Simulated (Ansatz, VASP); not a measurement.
# Ag: VASP beside Ansatz

```
Ag
1.0
     2.99237    0.00000    0.00000
    -1.49618    2.59146    0.00000
     0.00000    0.00000    9.32499
Ag
4
Direct
  0.33333 0.66667 0.25000
  0.66667 0.33333 0.75000
  0.00000 0.00000 0.00000
  0.00000 0.00000 0.50000
```

Change from the starting cell: strain +0.030 along x and y, -0.015 along z, atoms carried along.

Alike in both runs: task single point; functional r2SCAN; k mesh 18 × 18 × 6; occupations gaussian, width 0.15 eV; no spin polarisation.

|  | VASP | Ansatz |
| --- | --- | --- |
| version | VASP 6.6.1 | Ansatz 0.2.0 |
| potentials or method | VASP PAW PBE potentials, release 64 (Ag), cutoff 520 eV | scalar-relativistic, plane waves, PAW |
| valence electrons in the cell | 44 | 76 |

|  | VASP | Ansatz | Ansatz less VASP |
| --- | --- | --- | --- |
| gap on the k mesh at the Fermi level (eV) | none | none | - |
| pressure (GPa) | -3.7 | -3.7 | -0.07 |
| traceless stress, the component that is largest in VASP (GPa) | 2.39 | 2.36 | -0.033 |

VASP's potentials were made for PBE, not for r2SCAN. A gap of «none» marks a metal or a gap that the smearing closes. The functional is the same, so the differences come from potentials, cutoffs and numerics. VASP's potentials hold 44 valence electrons a cell and Ansatz's 76, so a difference there can come from the potentials and not from the codes.
